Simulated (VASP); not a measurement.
## CuAu: electric field gradients with PBEsol

Crystal: CuAu.

```
Cu Au
1.0
     2.80930    0.00000    0.00000
     0.00000    2.80930    0.00000
     0.00000    0.00000    3.68219
Cu Au
1 1
Direct
  0.50000 0.50000 0.50000
  0.00000 0.00000 0.00000
```

- Program: VASP 6.6.1
- Task: electric field gradients
- Functional: PBEsol
- Potentials or basis: VASP PAW PBE potentials, release 64 (Cu_sv_GW, Au_sv_GW)
- Cutoff: 610 eV
- k mesh: 13 × 13 × 10
- Occupations: fermi-dirac, width 0.05 eV
- Spin: no spin polarisation
- Dipole correction: no
- Further INCAR settings: ALGO = Normal; EDIFF = 1e-08; NBANDS = 26

```
Pressure                                : -5.2 GPa
Band gap on the k mesh                  : zero (bands 19 and 20 overlap by 6.35 eV)
Largest electric field gradient by atom : Cu -11.4; Au +63.7 V/Å²
```

Stress tensor (GPa, compression positive):
```
-5.35  0.00  0.00
 0.00 -5.35  0.00
 0.00  0.00 -4.88
```

Levels at points of the mesh, in eV from the Fermi level:
```csv
k point,band 15,band 16,band 17,band 18,band 19,band 20,band 21,band 22,band 23,band 24
"(0.00, 0.00, 0.00)",-2.83,-2.12,-1.68,-1.46,-1.46,2.01,7.99,9.95,9.95,16.70
"(0.00, 0.00, 0.50)",-3.20,-2.77,-2.34,-2.31,-2.31,-1.95,14.31,14.54,14.54,15.10
```

Electric field gradients, principal values (V/Å²):
```
atom    least   middle  greatest (by size)
1 Cu    5.700    5.700             -11.400
2 Au  -31.831  -31.831              63.662
```

Run time: 3 min on 1 thread of Intel(R) Xeon(R) 6975P-C (Granite Rapids), on a shared host, peak memory 0.31 GiB.

Caveat: the cell stands under tension; without QUAD_EFG the Cq values of the log hold for a quadrupole moment of 1 mb, not for the nuclei; the PAW data sets were made with another functional, which shifts forces and pressure a little; spin-orbit coupling is left out, which moves the levels of the heavy elements.
